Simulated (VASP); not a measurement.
Wanted: the native input for a VASP 6.6.1 run.

```
Task                   : single point
Functional             : LDA
Potentials or basis    : VASP PAW LDA potentials, release 64 (Mg, S)
Cutoff                 : 600 eV
k mesh                 : 6 × 6 × 6
Occupations            : gaussian, width 0.1 eV
Spin                   : no spin polarisation
Dipole correction      : no
Further INCAR settings : ALGO = Normal; EDIFF = 1e-06; NBANDS = 11
```

The structure of MgS (Niningerite) lies in POSCAR:

```
MgS
1.0
    0.0000000000      2.6016500000      2.6016500000
    2.6016500000      0.0000000000      2.6016500000
    2.6016500000      2.6016500000      0.0000000000
Mg S
1 1
Direct
    0.0000000000      0.0000000000      0.0000000000
    0.5000000000      0.5000000000      0.5000000000
```

The input as run:

INCAR

```
ALGO     = Normal         # electronic algorithm
EDIFF    = 1E-6           # SCF threshold, eV
ENCUT    = 600            # plane-wave cutoff, eV
GGA_COMPAT= False        
ISIF     = 2              # what is computed and relaxed
ISMEAR   = 0              # smearing method
LASPH    = True           # aspherical terms in the spheres
LCHARG   = False          # write CHGCAR
LREAL    = False          # projectors in reciprocal space
LWAVE    = False          # write WAVECAR
NBANDS   = 11             # bands
NELM     = 120            # most SCF steps
PREC     = Accurate       # precision mode
SIGMA    = 0.1            # smearing width, eV
```

KPOINTS

```
k-points
0
Gamma
  6 6 6
```

Potentials or basis: VASP PAW LDA potentials, release 64 (Mg, S).

Command:

```sh
$ cat potpaw_LDA.64/Mg/POTCAR potpaw_LDA.64/S/POTCAR > POTCAR
$ mpirun -np 1 vasp_std > vasp.out
```

Results of the run:

| Property | Result |
| --- | --- |
| Pressure | -3.8 GPa |
| Band gap on the k mesh | 2.56 eV, indirect (least direct gap 3.49 eV) |

Wall time 5.6 s on 1 thread of Intel(R) Xeon(R) Platinum 8375C CPU @ 2.90GHz (Ice Lake) (shared host), peak memory 0.14 GiB.
